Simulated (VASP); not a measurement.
## WS2: single point with PBE+D3(BJ)

The system is WS2.

```xyz
3
Lattice="1.5899 0.9179 6.5485 -1.5899 0.9179 6.5485 0.0000 -1.8358 6.5485" Properties=species:S:1:pos:R:3 pbc="T T T"
W     0.0000    0.0000    0.0132
S     0.0000    0.0000    4.9902
S     0.0000    0.0000    8.1334
```

```
Program                : VASP 6.6.1
Task                   : single point
Functional             : PBE
Dispersion             : D3(BJ)
Potentials or basis    : VASP PAW PBE potentials, release 64 (W_sv, S)
Cutoff                 : 520 eV
k mesh                 : 12 × 12 × 12
Occupations            : gaussian, width 0.02 eV
Spin                   : no spin polarisation
Dipole correction      : no
Further INCAR settings : ALGO = Normal; EDIFF = 1e-06; NBANDS = 20
```

The pressure is -2.5 GPa, the band gap on the k mesh is 1.30 eV (least direct gap 1.84 eV) and the dispersion energy per atom is -0.395 eV.

Levels at points of the mesh, in eV from the valence-band top:
| k point | band 11 | band 12 | band 13 | band 14 | band 15 | band 16 |
| --- | --- | --- | --- | --- | --- | --- |
| (0.00, 0.00, 0.00) | -2.06 | -1.75 | -0.90 | 2.42 | 2.42 | 2.62 |
| (0.50, 0.00, 0.00) | -2.45 | -1.67 | -1.45 | 2.43 | 2.79 | 3.75 |
| (0.50, 0.50, 0.00) | -2.81 | -1.76 | -1.33 | 2.41 | 2.89 | 3.42 |
| (0.50, 0.50, 0.50) | -2.05 | -2.05 | 0.00 | 2.46 | 2.46 | 2.55 |

Run time: 9.7 min on 1 thread of Intel(R) Xeon(R) 6975P-C (Granite Rapids), with other jobs on the host, peak memory 0.49 GiB.

Caveat: spin-orbit coupling is left out, which moves the levels of the heavy elements. A k mesh can miss the band edges.
